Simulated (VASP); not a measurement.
Lu:

```
Lu
1.0
     3.50310    0.00000    0.00000
    -1.75155    3.03377    0.00000
     0.00000    0.00000    5.55090
Lu
2
Direct
  0.33333 0.66667 0.25000
  0.66667 0.33333 0.75000
```

- Program: VASP 6.6.1
- Task: relaxation of cell and atoms
- Functional: PBEsol
- Potentials or basis: VASP PAW PBE potentials, release 64 (Lu)
- Cutoff: 600 eV
- k mesh: 13 × 13 × 8
- Occupations: fermi-dirac, width 0.05 eV
- Spin: no spin polarisation

At the start: pressure -2.9 GPa; volume 29.50 Å³/atom.

Where does the relaxation end?

Over 7 steps the energy falls by 19.9 meV/atom and the volume is 27.57 Å³/atom (-6.5 %); space group P6_3/mmc (No. 194, to 0.1 Å) before and after.

The path:
```
step  energy change (eV)  largest force (eV/Å)  pressure (GPa)  volume (Å³)
   1              0.0000                0.0000           -2.94        58.99
   2             -0.0376                0.0000            0.79        54.49
   3             -0.0387                0.0000            0.03        55.17
   4             -0.0387                0.0000            0.11        55.10
   5             -0.0397                0.0000            0.20        55.13
   6             -0.0397                0.0000            0.16        55.16
   7             -0.0399                0.0000           -0.03        55.15
```

Final structure:
```
Lu
1.0
     3.44950    0.00000    0.00000
    -1.72475    2.98736    0.00000
     0.00000    0.00000    5.35166
Lu
2
Direct
  0.33333 0.66667 0.25000
  0.66667 0.33333 0.75000
```

Caveat: the PAW data sets were made with another functional, which shifts forces and pressure a little.
